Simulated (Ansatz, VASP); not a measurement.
# Two plane-wave programs on Al12HO

File INCAR:

```
PREC = Accurate ; ENCUT = 520
EDIFF = 1E-7 ; ISMEAR = 0
SIGMA = 0.1 ; LREAL = False
LASPH = True ; NELM = 150
ALGO = Normal ; ISIF = 2
LWAVE = False ; LCHARG = False
ISPIN = 2 ; MAGMOM = 0 0 0 0 0 0 0 0 0 0 0 0 1 0
LORBIT = 11 ; LDIPOL = True
IDIPOL = 3 ; DIPOL = 0.5 0.5 0.288
GGA = PE ; NBANDS = 38
```

File KPOINTS:

```
regular mesh
0
Gamma
  5 5 1
```

File POSCAR:

```
Al12HO
1.0
    5.7143028096      0.0000000000      0.0000000000
    0.0000000000      5.7143028096      0.0000000000
    0.0000000000      0.0000000000     22.1750227687
Al O H
12 1 1
Direct
    0.2500000000      0.2500000000      0.1803831293
    0.2500000000      0.7500000000      0.1803831293
    0.7500000000      0.2500000000      0.1803831293
    0.7500000000      0.7500000000      0.1803831293
    0.0000000000      0.0000000000      0.2744094920
    0.0000000000      0.5000000000      0.2744094920
    0.5000000000      0.0000000000      0.2744094920
    0.5000000000      0.5000000000      0.2744094920
    0.2500000000      0.2500000000      0.3686590473
    0.2500000000      0.7500000000      0.3686590473
    0.7500000000      0.2500000000      0.3686590473
    0.7500000000      0.7500000000      0.3686590473
    0.5000000000      0.5000000000      0.3461111562
    0.5000000000      0.5000000000      0.3912069385
```

Input for Ansatz:

```yaml
crystal:
  lattice:
    - [5.7143028096, 0.0, 0.0]
    - [0.0, 5.7143028096, 0.0]
    - [0.0, 0.0, 22.1750227687]
  atoms:
    - { symbol: Al, position: [0.25, 0.25, 0.1803831293] }
    - { symbol: Al, position: [0.25, 0.75, 0.1803831293] }
    - { symbol: Al, position: [0.75, 0.25, 0.1803831293] }
    - { symbol: Al, position: [0.75, 0.75, 0.1803831293] }
    - { symbol: Al, position: [0.0, 0.0, 0.274409492] }
    - { symbol: Al, position: [0.0, 0.5, 0.274409492] }
    - { symbol: Al, position: [0.5, 0.0, 0.274409492] }
    - { symbol: Al, position: [0.5, 0.5, 0.274409492] }
    - { symbol: Al, position: [0.25, 0.25, 0.3686590473] }
    - { symbol: Al, position: [0.25, 0.75, 0.3686590473] }
    - { symbol: Al, position: [0.75, 0.25, 0.3686590473] }
    - { symbol: Al, position: [0.75, 0.75, 0.3686590473] }
    - { symbol: O, position: [0.5, 0.5, 0.3461111562], spin: 1.0 }
    - { symbol: H, position: [0.5, 0.5, 0.3912069385] }
basis:
  ecutwfc: 420
kpoints:
  mp_grid: { grid: [5, 5, 1] }
hamiltonian:
  xc: pbe
scf:
  occupations: { method: gaussian, width: 0.1 }
output:
  forces: true
  eigenvalues: true
  populations: true
magnetization:
  spin_polarized: true
efield:
  axis: 3
  dipole_correction: true
  ramp_width: 0.04
```

Alike in both runs: task single point; functional PBE; k mesh 5 × 5 × 1; occupations gaussian, width 0.1 eV; collinear spin.

```csv
,VASP,Ansatz
version,VASP 6.6.1,Ansatz 0.2.0
potentials or method,"VASP PAW PBE potentials, release 64 (Al, O, H), cutoff 520 eV","scalar-relativistic, plane waves, PAW"
valence electrons in the cell,43,43
```

Ansatz gave:

- gap on the k mesh at the Fermi level (eV): none
- rms of the force components (eV/Å): 1.567
- net moment per atom (μB): 0.00

Question: Estimate VASP's values.

Answer: gap on the k mesh at the Fermi level (eV): none; rms of the force components (eV/Å): 1.575; net moment per atom (μB): 0.00.

Atom by atom the forces differ by 0.015 eV/Å (rms over components). A gap of «none» marks a metal or a gap that the smearing closes. The functional is the same, so the differences come from potentials, cutoffs and numerics. Ansatz's warnings: seeded moment not kept.
